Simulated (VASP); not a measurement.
SiB4N, 6 atoms in the cell. Symmetry: P6/mmm, No. 191, hexagonal system. Conventional cell: a = 3.312 Å, b = 3.312 Å, c = 5.884 Å, α = 90.00°, β = 90.00°, γ = 120.00°. Si (site symmetry 6/mmm) has 2 B at 1.56 Å within 2.1 Å. B (site symmetry 6mm) has 1 N at 1.38 Å and 1 Si at 1.56 Å within 1.8 Å. B (site symmetry -6m2) has 9 B at 1.91 to 2.36 Å and 3 N at 1.91 Å within 2.5 Å. N (site symmetry 6/mmm) has 2 B at 1.38 Å within 1.8 Å. 

- Program: VASP 6.6.1
- Task: single point
- Functional: PBE
- Potentials or basis: VASP PAW PBE potentials, release 64 (Si, B, N)
- Cutoff: 520 eV
- k mesh: 6 × 6 × 4
- Occupations: gaussian, width 0.1 eV
- Spin: no spin polarisation
- Dipole correction: no
- Further INCAR settings: ALGO = Normal; EDIFF = 1e-07; NBANDS = 20

Potentials or basis: VASP PAW PBE potentials, release 64 (Si, B, N).

Command:

```bash
$ cat potpaw_PBE.64/Si/POTCAR potpaw_PBE.64/B/POTCAR potpaw_PBE.64/N/POTCAR > POTCAR
$ mpirun -np 1 vasp_std > vasp.out
```

Hardware: 1 thread of Intel(R) Xeon(R) Platinum 8488C (Sapphire Rapids), with other jobs on the host.

Question: How long does it take, and how much memory?

Answer: Wall time 24 s on 1 thread of Intel(R) Xeon(R) Platinum 8488C (Sapphire Rapids) (shared host), peak memory 0.18 GiB. Counts: scf iterations 16, k points 21.
